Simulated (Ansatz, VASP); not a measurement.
**One calculation of BAs, two programs**

INCAR

```
PREC = Accurate
ENCUT = 520
EDIFF = 1E-7
ISMEAR = 0
SIGMA = 0.05
LREAL = False
LASPH = True
NELM = 60
ALGO = Normal
ISIF = 2
LWAVE = False
LCHARG = False
GGA = PE
NBANDS = 11
```

File KPOINTS:

```
regular mesh
0
Gamma
  10 10 10
```

POSCAR

```
BAs
1.0
    0.0000000000      2.4840400000      2.4840400000
    2.4840400000      0.0000000000      2.4840400000
    2.4840400000      2.4840400000      0.0000000000
B As
1 1
Direct
    0.0000000000      0.0000000000      0.0000000000
    0.7500000000      0.7500000000      0.7500000000
```

Input for Ansatz:

```yaml
crystal:
  lattice:
    - [0.0, 2.48404, 2.48404]
    - [2.48404, 0.0, 2.48404]
    - [2.48404, 2.48404, 0.0]
  atoms:
    - { symbol: B, position: [0.0, 0.0, 0.0] }
    - { symbol: As, position: [0.75, 0.75, 0.75] }
basis:
  ecutwfc: 420
kpoints:
  mp_grid: { grid: [10, 10, 10] }
hamiltonian:
  xc: pbe
scf:
  occupations: { method: gaussian, width: 0.05 }
output:
  forces: true
  stress: true
  eigenvalues: true
```

Change from the starting cell: strain +0.040 along x and y, +0.040 along z, atoms carried along.

Alike in both runs: task single point; functional PBE; k mesh 10 × 10 × 10; occupations gaussian, width 0.05 eV; no spin polarisation.

```csv
,VASP,Ansatz
version,VASP 6.6.1,Ansatz 0.2.0
potentials or method,"VASP PAW PBE potentials, release 64 (B, As), cutoff 520 eV","scalar-relativistic, plane waves, PAW"
valence electrons in the cell,8,18
```

```csv
,VASP,Ansatz,Ansatz less VASP
gap on the k mesh at the Fermi level (eV),1.29,1.29,+0.006
least direct gap on the mesh (eV),3.14,3.14,+0.004
pressure (GPa),-10.1,-10.4,-0.36
```

VASP's potentials hold 8 valence electrons a cell and Ansatz's 18, so a difference there can come from the potentials and not from the codes.
